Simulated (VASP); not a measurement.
Wanted: the native input for a VASP 6.6.1 run.

```
Task                   : single point
Functional             : PBE
Potentials or basis    : VASP PAW PBE potentials, release 64 (La, Sc_sv, F)
Cutoff                 : 520 eV
k mesh                 : 12 × 12 × 10
Occupations            : gaussian, width 0.1 eV
Spin                   : no spin polarisation
Dipole correction      : no
Further INCAR settings : ALGO = Normal; EDIFF = 1e-07; NBANDS = 22
```

The structure of LaScF lies in POSCAR:

```
LaScF
1.0
    3.7719879270      0.0000000000      0.0000000000
    0.0000000000      3.7719879270      0.0000000000
    0.0000000000      0.0000000000      4.4958481647
La Sc F
1 1 1
Direct
    0.0000000000      0.0000000000      0.0000000000
    0.5000000000      0.5000000000      0.5000000000
    0.5000000000      0.5000000000      0.0000000000
```

The cell was built from a structure type or drawn by symmetry, and may not be a known phase.

One way to write it, as run:

INCAR

```
ALGO     = Normal         # electronic algorithm
EDIFF    = 1E-7           # SCF threshold, eV
ENCUT    = 520            # plane-wave cutoff, eV
GGA      = PE             # functional
ISIF     = 2              # what is computed and relaxed
ISMEAR   = 0              # smearing method
LASPH    = True           # aspherical terms in the spheres
LCHARG   = False          # write CHGCAR
LREAL    = False          # projectors in reciprocal space
LWAVE    = False          # write WAVECAR
NBANDS   = 22             # bands
NELM     = 60             # most SCF steps
PREC     = Accurate       # precision mode
SIGMA    = 0.1            # smearing width, eV
```

KPOINTS

```
k-points
0
Gamma
  12 12 10
```

Potentials or basis: VASP PAW PBE potentials, release 64 (La, Sc_sv, F).

Command:

```sh
$ cat potpaw_PBE.64/La/POTCAR potpaw_PBE.64/Sc_sv/POTCAR potpaw_PBE.64/F/POTCAR > POTCAR
$ mpirun -np 1 vasp_std > vasp.out
```

It gave:

* Pressure: 0.0 GPa
* Band gap on the k mesh: zero (an odd number of electrons rules out a gap without spin polarisation)

Caveat: spin-orbit coupling is left out, which moves the levels of the heavy elements; an odd number of electrons without spin polarisation forces a metal; a magnetic or distorted state may lie lower.

Run time: 4.4 min on 1 thread of Oxide Virtual Turin-like Processor, on a shared host, peak memory 0.38 GiB.
